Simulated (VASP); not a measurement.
Crystal: HfGa2As2.

```xyz
5
Lattice="4.6574 0.0000 0.0000 -2.3287 4.0334 0.0000 0.0000 0.0000 5.4103" Properties=species:S:1:pos:R:3 pbc="T T T"
Hf    0.0000    0.0000    0.4866
Ga    0.0000    2.6889    4.2662
Ga    2.3287    1.3445    4.2662
As    0.0000    2.6889    1.6627
As    2.3287    1.3445    1.6627
```

The cell was generated, and may not be a known phase.

| Property | Result |
| --- | --- |
| Program | VASP 6.6.1 |
| Task | relaxation of cell and atoms |
| Functional | PBE |
| Potentials or basis | VASP PAW PBE potentials, release 64 (Hf_pv, Ga_d, As) |
| Cutoff | 600 eV |
| k mesh | 6 × 6 × 4 |
| Occupations | gaussian, width 0.1 eV |
| Spin | no spin polarisation |

At the start: pressure -0.6 GPa; volume 20.33 Å³/atom.

Question: How do energy, volume and symmetry change on relaxing?

Answer: Over 14 steps the energy falls by 5.8 meV/atom and the volume is 20.23 Å³/atom (-0.5 %); space group P6mm (No. 183, to 0.1 Å) before and after.

Step by step:
```tsv
step	energy change (eV)	largest force (eV/Å)	pressure (GPa)	volume (Å³)
1	0.0000	0.1081	-0.63	101.63
2	-0.0095	0.0677	0.45	100.46
3	-0.0096	0.0617	0.40	100.53
4	-0.0110	0.0675	-0.04	101.10
5	-0.0111	0.0723	-0.16	101.29
6	-0.0122	0.0934	-0.13	101.22
7	-0.0186	0.1642	-0.02	101.03
8	-0.0266	0.1075	0.38	100.63
9	-0.0269	0.1147	0.30	100.70
10	-0.0273	0.1010	0.27	100.74
11	-0.0277	0.0802	0.21	100.80
12	-0.0281	0.0711	0.08	100.86
13	-0.0286	0.0582	0.02	100.96
14	-0.0291	0.0308	-0.18	101.16
```

Final structure:
```
CELL_PARAMETERS angstrom
4.57508 0.00000 0.00000
-2.28754 3.96213 0.00000
0.00000 0.00000 5.58082
ATOMIC_POSITIONS crystal
Hf 0.00000 0.00000 0.07979
Ga 0.33333 0.66667 0.78965
Ga 0.66667 0.33333 0.78965
As 0.33333 0.66667 0.31127
As 0.66667 0.33333 0.31127
```
